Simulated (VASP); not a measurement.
The system is BiTe.

```xyz
2
Lattice="0.0000 3.2350 3.2350 3.2350 0.0000 3.2350 3.2350 3.2350 0.0000" Properties=species:S:1:pos:R:3 pbc="T T T"
Bi    0.0000    0.0000    0.0000
Te    3.2350    3.2350    3.2350
```

```yaml
Program: VASP 6.6.1
Task: relaxation of cell and atoms
Functional: PBEsol
Potentials_or_basis: VASP PAW PBE potentials, release 64 (Bi_d, Te)
Cutoff: 600 eV
k_mesh: 9 × 9 × 9
Occupations: fermi-dirac, width 0.1 eV
Spin: no spin polarisation
```

At the start: pressure -1.7 GPa; volume 33.86 Å³/atom.

Q: Where does the relaxation end?

A: Over 3 steps the energy falls by 5.9 meV/atom and the volume is 32.75 Å³/atom (-3.3 %); space group Fm-3m (No. 225, to 0.1 Å) before and after.

The path:
| step | energy change (eV) | largest force (eV/Å) | pressure (GPa) | volume (Å³) |
| --- | --- | --- | --- | --- |
| 1 | 0.0000 | 0.0000 | -1.66 | 67.71 |
| 2 | -0.0082 | 0.0000 | 1.01 | 64.33 |
| 3 | -0.0118 | 0.0000 | 0.00 | 65.50 |

Final structure:
```
CELL_PARAMETERS angstrom
0.00000 3.19942 3.19942
3.19942 0.00000 3.19942
3.19942 3.19942 0.00000
ATOMIC_POSITIONS crystal
Bi 0.00000 0.00000 0.00000
Te 0.50000 0.50000 0.50000
```

Caveat: the PAW data sets were made with another functional, which shifts forces and pressure a little.
